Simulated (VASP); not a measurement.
# InSb3 (Pm-3m) in VASP: a series of runs, part 2 of 2

VASP 6.6.1. Earlier steps stand in the parts before.

### 3 Single point, PBE (27.15 Å³/atom)

This run uses another cell than the first one, of 27.15 Å³/atom.

INCAR reads:

```
  PREC = Accurate
  ENCUT = 520
  EDIFF = 1E-7
  ISMEAR = 0
  SIGMA = 0.15
  LREAL = F
  LASPH = T
  NELM = 60
  ALGO = Normal
  ISIF = 2
  LWAVE = F
  LCHARG = T
  GGA = PE
  LELF = T
  LVHAR = T
  NBANDS = 22
```

KPOINTS reads:

```
Automatic mesh
0
Gamma
  10 10 10
```

POSCAR reads:

```
InSb3
1.0
    4.7707128722      0.0000000000      0.0000000000
    0.0000000000      4.7707128722      0.0000000000
    0.0000000000      0.0000000000      4.7707128722
In Sb
1 3
Direct
    0.0000000000      0.0000000000      0.0000000000
    0.5000000000      0.0000000000      0.5000000000
    0.0000000000      0.5000000000      0.5000000000
    0.5000000000      0.5000000000      0.0000000000
```

Potentials or basis: VASP PAW PBE potentials, release 64 (In_d, Sb).

Launch:

```
$ cat potpaw_PBE.64/In_d/POTCAR potpaw_PBE.64/Sb/POTCAR > POTCAR
$ mpirun -np 1 vasp_std > vasp.out
```

Run time: 48 s. Hardware: 1 thread of Intel Xeon 6975P-C (Granite Rapids), shared host; peak memory 0.28 GiB.

Results (log left out):

```
Free energy            : -14.2497 eV
Pressure               : 1.4 GPa
Band gap on the k mesh : zero (bands 14 and 15 overlap by 4.73 eV)
```

Levels at points of the mesh, in eV from the Fermi level:
| k point | band 11 | band 12 | band 13 | band 14 | band 15 | band 16 | band 17 | band 18 |
| --- | --- | --- | --- | --- | --- | --- | --- | --- |
| (0.00, 0.00, 0.00) | -4.34 | -3.52 | 0.51 | 0.51 | 0.51 | 1.81 | 1.81 | 1.81 |
| (0.50, 0.00, 0.00) | -2.92 | -2.10 | -2.10 | -1.09 | -0.84 | 2.17 | 2.27 | 2.27 |
| (0.50, 0.50, 0.00) | -1.58 | -1.58 | -1.35 | -1.08 | -1.08 | -0.36 | 1.08 | 3.40 |
| (0.50, 0.50, 0.50) | -5.04 | -5.04 | -4.77 | 3.65 | 3.65 | 3.74 | 3.74 | 3.74 |

Caveat: spin-orbit coupling is left out, which moves the levels of the heavy elements.

### 4 Single point, PBE (28.63 Å³/atom)

This run uses another cell than the first one, of 28.63 Å³/atom.

INCAR reads:

```
ALGO = Normal ; EDIFF = 1E-6
ENCUT = 520 ; GGA = PE
ISIF = 2 ; ISMEAR = 0
LASPH = True ; LCHARG = False
LREAL = False ; LWAVE = False
NBANDS = 22 ; NELM = 80
PREC = Accurate ; SIGMA = 0.15
```

KPOINTS reads:

```
k-points
0
Gamma
  10 10 10
```

POSCAR reads:

```
InSb3
1.0
    4.8562819367      0.0000000000      0.0000000000
    0.0000000000      4.8562819367      0.0000000000
    0.0000000000      0.0000000000      4.8562819367
In Sb
1 3
Direct
    0.0000000000      0.0000000000      0.0000000000
    0.5000000000      0.0000000000      0.5000000000
    0.0000000000      0.5000000000      0.5000000000
    0.5000000000      0.5000000000      0.0000000000
```

Launch:

```
$ cat potpaw_PBE.64/In_d/POTCAR potpaw_PBE.64/Sb/POTCAR > POTCAR
$ mpirun -np 1 vasp_std > vasp.out
```

It took 40 s on 1 thread of Intel Xeon 6975P-C (Granite Rapids), shared host; peak memory 0.29 GiB.

Results (log left out):

```
Free energy            : -14.2484 eV
Pressure               : -1.3 GPa
Band gap on the k mesh : zero (bands 14 and 15 overlap by 4.41 eV)
```

Levels at points of the mesh, in eV from the Fermi level:
```
           k point  band 10  band 11  band 12  band 13  band 14  band 15  band 16  band 17  band 18  band 19
(0.00, 0.00, 0.00)    -4.07    -4.07    -3.51     0.49     0.49     0.49     1.76     1.76     1.76     4.75
(0.50, 0.00, 0.00)    -2.74    -2.74    -1.94    -1.94    -0.98    -0.74     1.91     2.15     2.15     2.39
(0.50, 0.50, 0.00)    -2.39    -1.54    -1.54    -1.24    -1.00    -1.00    -0.43     1.17     3.19     3.39
(0.50, 0.50, 0.50)    -4.73    -4.73    -4.73    -4.63     3.41     3.41     3.48     3.48     3.48     6.29
```

Caveat: spin-orbit coupling is left out, which moves the levels of the heavy elements.

### 5 Single point, PBE (29.38 Å³/atom)

This run uses another cell than the first one, of 29.38 Å³/atom.

INCAR reads:

```
SYSTEM = InSb3
PREC = Accurate
ENCUT = 520
EDIFF = 1E-7
ISMEAR = 0
SIGMA = 0.15
LREAL = .False.
LASPH = .True.
NELM = 80
ALGO = Normal
ISIF = 2
LWAVE = .False.
LCHARG = .True.
GGA = PE
LELF = .True.
LVHAR = .True.
NBANDS = 22
```

KPOINTS reads:

```
Automatic mesh
0
Gamma
  10 10 10
  0 0 0
```

POSCAR reads:

```
InSb3
1.0
    4.8979861223      0.0000000000      0.0000000000
    0.0000000000      4.8979861223      0.0000000000
    0.0000000000      0.0000000000      4.8979861223
In Sb
1 3
Direct
    0.0000000000      0.0000000000      0.0000000000
    0.5000000000      0.0000000000      0.5000000000
    0.0000000000      0.5000000000      0.5000000000
    0.5000000000      0.5000000000      0.0000000000
```

Launch:

```
$ cat potpaw_PBE.64/In_d/POTCAR potpaw_PBE.64/Sb/POTCAR > POTCAR
$ mpirun -np 1 vasp_std > vasp.out
```

It took 47 s on 1 thread of Intel Xeon 6975P-C (Granite Rapids), shared host; peak memory 0.29 GiB.

It converged, with:

| Property | Result |
| --- | --- |
| Free energy | -14.2135 eV |
| Pressure | -2.4 GPa |
| Band gap on the k mesh | zero (bands 14 and 15 overlap by 4.26 eV) |

Levels at points of the mesh, in eV from the Fermi level:
```tsv
k point	band 12	band 13	band 14	band 15	band 16	band 17
(0.00, 0.00, 0.00)	-3.50	0.48	0.48	0.48	1.73	1.73
(0.50, 0.00, 0.00)	-1.86	-1.86	-0.93	-0.70	1.79	2.09
(0.50, 0.50, 0.00)	-1.52	-1.18	-0.96	-0.96	-0.46	1.21
(0.50, 0.50, 0.50)	-4.58	-4.57	3.29	3.29	3.37	3.37
```

Caveat: spin-orbit coupling is left out, which moves the levels of the heavy elements.

### 6 Single point, PBE (30.12 Å³/atom)

This run uses another cell than the first one, of 30.12 Å³/atom.

INCAR reads:

```
ALGO = Normal
EDIFF = 1E-7
ENCUT = 520
GGA = PE
ISIF = 2
ISMEAR = 0
LASPH = T
LCHARG = F
LREAL = F
LWAVE = F
NBANDS = 22
NELM = 60
PREC = Accurate
SIGMA = 0.15
```

KPOINTS reads:

```
k-points
0
Gamma
  10 10 10
```

POSCAR reads:

```
InSb3
1.0
    4.9389373052      0.0000000000      0.0000000000
    0.0000000000      4.9389373052      0.0000000000
    0.0000000000      0.0000000000      4.9389373052
In Sb
1 3
Direct
    0.0000000000      0.0000000000      0.0000000000
    0.5000000000      0.0000000000      0.5000000000
    0.0000000000      0.5000000000      0.5000000000
    0.5000000000      0.5000000000      0.0000000000
```

Potentials or basis: VASP PAW PBE potentials, release 64 (In_d, Sb).

Launch:

```
$ cat potpaw_PBE.64/In_d/POTCAR potpaw_PBE.64/Sb/POTCAR > POTCAR
$ mpirun -np 1 vasp_std > vasp.out
```

Wall time 64 s (1 thread of Intel Xeon 6975P-C (Granite Rapids), shared host); peak memory 0.32 GiB.

It converged, with:

```yaml
Free_energy: -14.1602 eV
Pressure: -3.3 GPa
Band_gap_on_the_k_mesh: zero (bands 14 and 15 overlap by 4.11 eV)
```

Levels at points of the mesh, in eV from the Fermi level:
| k point | band 12 | band 13 | band 14 | band 15 | band 16 | band 17 |
| --- | --- | --- | --- | --- | --- | --- |
| (0.00, 0.00, 0.00) | -3.50 | 0.48 | 0.48 | 0.48 | 1.71 | 1.71 |
| (0.50, 0.00, 0.00) | -1.79 | -1.79 | -0.89 | -0.66 | 1.68 | 2.03 |
| (0.50, 0.50, 0.00) | -1.50 | -1.13 | -0.93 | -0.93 | -0.49 | 1.25 |
| (0.50, 0.50, 0.50) | -4.44 | -4.44 | 3.19 | 3.19 | 3.25 | 3.25 |

Caveat: the cell stands under tension; spin-orbit coupling is left out, which moves the levels of the heavy elements.

### 7 Single point, PBE (25.66 Å³/atom)

This run uses another cell than the first one, of 25.66 Å³/atom.

INCAR reads:

```
  ALGO = Normal
  EDIFF = 1E-7
  ENCUT = 520
  GGA = PE
  ISIF = 2
  ISMEAR = 0
  LASPH = True
  LCHARG = False
  LREAL = False
  LWAVE = False
  NBANDS = 22
  NELM = 60
  PREC = Accurate
  SIGMA = 0.15
```

KPOINTS is that of step 6.

POSCAR reads:

```
InSb3
1.0
    4.6818980783      0.0000000000      0.0000000000
    0.0000000000      4.6818980783      0.0000000000
    0.0000000000      0.0000000000      4.6818980783
In Sb
1 3
Direct
    0.0000000000      0.0000000000      0.0000000000
    0.5000000000      0.0000000000      0.5000000000
    0.0000000000      0.5000000000      0.5000000000
    0.5000000000      0.5000000000      0.0000000000
```

Launch:

```
$ cat potpaw_PBE.64/In_d/POTCAR potpaw_PBE.64/Sb/POTCAR > POTCAR
$ mpirun -np 1 vasp_std > vasp.out
```

Run time: 42 s. Hardware: 1 thread of Intel Xeon 6975P-C (Granite Rapids), shared host; peak memory 0.27 GiB.

Results (log left out):

```yaml
Free_energy: -14.1327 eV
Pressure: 5.1 GPa
Band_gap_on_the_k_mesh: zero (bands 14 and 15 overlap by 5.09 eV)
```

Levels at points of the mesh, in eV from the Fermi level:
| k point | band 10 | band 11 | band 12 | band 13 | band 14 | band 15 | band 16 | band 17 | band 18 | band 19 |
| --- | --- | --- | --- | --- | --- | --- | --- | --- | --- | --- |
| (0.00, 0.00, 0.00) | -4.64 | -4.64 | -3.54 | 0.52 | 0.52 | 0.52 | 1.85 | 1.85 | 1.85 | 4.89 |
| (0.50, 0.00, 0.00) | -3.13 | -3.13 | -2.29 | -2.29 | -1.21 | -0.97 | 2.41 | 2.41 | 2.45 | 2.80 |
| (0.50, 0.50, 0.00) | -2.50 | -1.62 | -1.62 | -1.48 | -1.18 | -1.18 | -0.29 | 0.98 | 3.63 | 3.90 |
| (0.50, 0.50, 0.50) | -5.39 | -5.39 | -5.39 | -4.92 | 3.91 | 3.91 | 4.02 | 4.02 | 4.02 | 6.86 |

Caveat: the cell stands under pressure; spin-orbit coupling is left out, which moves the levels of the heavy elements.

### 8 Overview

| cell | gap on the mesh (eV) | pressure (GPa) |
| --- | --- | --- |
| a = 4.727 Å, 4 atoms | none | 3.1 |
| a = 4.771 Å, 4 atoms | none | 1.4 |
| a = 4.856 Å, 4 atoms | none | -1.3 |
| a = 4.898 Å, 4 atoms | none | -2.4 |
| a = 4.939 Å, 4 atoms | none | -3.3 |
| a = 4.682 Å, 4 atoms | none | 5.1 |

Alike in all rows: task single point; level PBE; potentials or basis VASP PAW PBE potentials, release 64 (In_d, Sb); no spin polarisation; k mesh 10 × 10 × 10; cutoff (eV) 520; smearing gaussian 0.15 eV.

Caveats: spin-orbit coupling is left out, which moves the levels of the heavy elements; the cell stands under pressure (at least some runs); the cell stands under tension (at least some runs).

Total energies depend on the potentials used, so only differences within one code and one set of settings carry meaning.
